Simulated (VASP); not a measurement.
Write the native input for VASP 6.6.1 that does the following.

```yaml
Task: single point
Functional: PBE
Potentials_or_basis: VASP PAW PBE potentials, release 64 (Zr_sv, Ge_d, Pd)
Cutoff: 520 eV
k_mesh: 4 × 4 × 3
Occupations: gaussian, width 0.2 eV
Spin: no spin polarisation
Dipole_correction: no
Further_INCAR_settings: ALGO = Fast; EDIFF = 1e-07; NBANDS = 44
```

The structure of ZrGe2Pd3 lies in POSCAR:

```
ZrGe2Pd3
1.0
    5.1548927641      0.0000000000      0.0000000000
    0.0000000000      5.1548927641      0.0000000000
    0.0000000000      0.0000000000      7.6936994932
Zr Ge Pd
1 2 3
Direct
    0.5000000000      0.5000000000      0.0000000000
    0.5000000000      0.0000000000      0.0000000000
    0.0000000000      0.5000000000      0.0000000000
    0.0000000000      0.0000000000      0.6667736374
    0.0000000000      0.0000000000      0.3332263626
    0.0000000000      0.0000000000      0.0000000000
```

The cell was built from a structure type or drawn by symmetry, and may not be a known phase.

One way to write it, as run:

INCAR

```
  PREC = Accurate
  ENCUT = 520
  EDIFF = 1E-7
  ISMEAR = 0
  SIGMA = 0.2
  LREAL = False
  LASPH = True
  NELM = 80
  ALGO = Fast
  ISIF = 2
  LWAVE = False
  LCHARG = False
  GGA = PE
  NBANDS = 44
```

KPOINTS

```
regular mesh
0
Gamma
  4 4 3
```

Potentials or basis: VASP PAW PBE potentials, release 64 (Zr_sv, Ge_d, Pd).

Launch:

```sh
$ cat potpaw_PBE.64/Zr_sv/POTCAR potpaw_PBE.64/Ge_d/POTCAR potpaw_PBE.64/Pd/POTCAR > POTCAR
$ mpirun -np 1 vasp_std > vasp.out
```

It gave:

```json
{"Pressure": "-0.2 GPa", "Largest force": "0.022 eV/Å", "Band gap on the k mesh": "zero (bands 35 and 36 overlap by 0.60 eV)"}
```

Wall time 6.5 min on 1 thread of Intel(R) Xeon(R) 6975P-C (Granite Rapids) (shared host), peak memory 0.37 GiB.
